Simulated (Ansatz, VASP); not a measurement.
# Mg3ZnC: VASP beside Ansatz

The input INCAR:

```
ALGO = Normal
EDIFF = 1E-7
ENCUT = 520
GGA = PE
ISIF = 2
ISMEAR = 1
LASPH = True
LCHARG = False
LREAL = False
LWAVE = False
NBANDS = 19
NELM = 80
PREC = Accurate
SIGMA = 0.1
```

The input KPOINTS:

```
k-points
0
Gamma
  8 8 8
```

POSCAR

```
Mg3ZnC
1.0
    4.4069300000      0.0000000000      0.0000000000
    0.0000000000      4.4069300000      0.0000000000
    0.0000000000      0.0000000000      4.4069300000
Mg Zn C
3 1 1
Direct
    0.0000000000      0.5000000000      0.5000000000
    0.5000000000      0.5000000000      0.0000000000
    0.5000000000      0.0000000000      0.5000000000
    0.0000000000      0.0000000000      0.0000000000
    0.5000000000      0.5000000000      0.5000000000
```

Input for Ansatz:

```yaml
crystal:
  lattice:
    - [4.40693, 0.0, 0.0]
    - [0.0, 4.40693, 0.0]
    - [0.0, 0.0, 4.40693]
  atoms:
    - { symbol: Mg, position: [0.0, 0.5, 0.5] }
    - { symbol: Mg, position: [0.5, 0.5, 0.0] }
    - { symbol: Mg, position: [0.5, 0.0, 0.5] }
    - { symbol: Zn, position: [0.0, 0.0, 0.0] }
    - { symbol: C, position: [0.5, 0.5, 0.5] }
basis:
  ecutwfc: 476.19925930478996
kpoints:
  mp_grid:
    grid: [8, 8, 8]
hamiltonian:
  xc: pbe
  pseudopotentials:
    kind: paw
scf:
  convergence:
    dr2_threshold: 1.0e-10
  occupations:
    method: methfessel_paxton
output:
  stress: true
```

Alike in both runs: task single point; functional PBE; k mesh 8 × 8 × 8; no spin polarisation.

```csv
,VASP,Ansatz
version,VASP 6.6.1,Ansatz 0.2.0
potentials or method,"VASP PAW PBE potentials, release 64 (Mg, Zn, C), cutoff 520 eV","plane waves, PAW"
occupations,"methfessel-paxton of order 1, width 0.1 eV",methfessel-paxton of order 1
valence electrons in the cell,22,46
```

|  | VASP | Ansatz | Ansatz less VASP |
| --- | --- | --- | --- |
| pressure (GPa) | -0.4 | -0.2 | +0.13 |

VASP's potentials hold 22 valence electrons a cell and Ansatz's 46, so a difference there can come from the potentials and not from the codes.
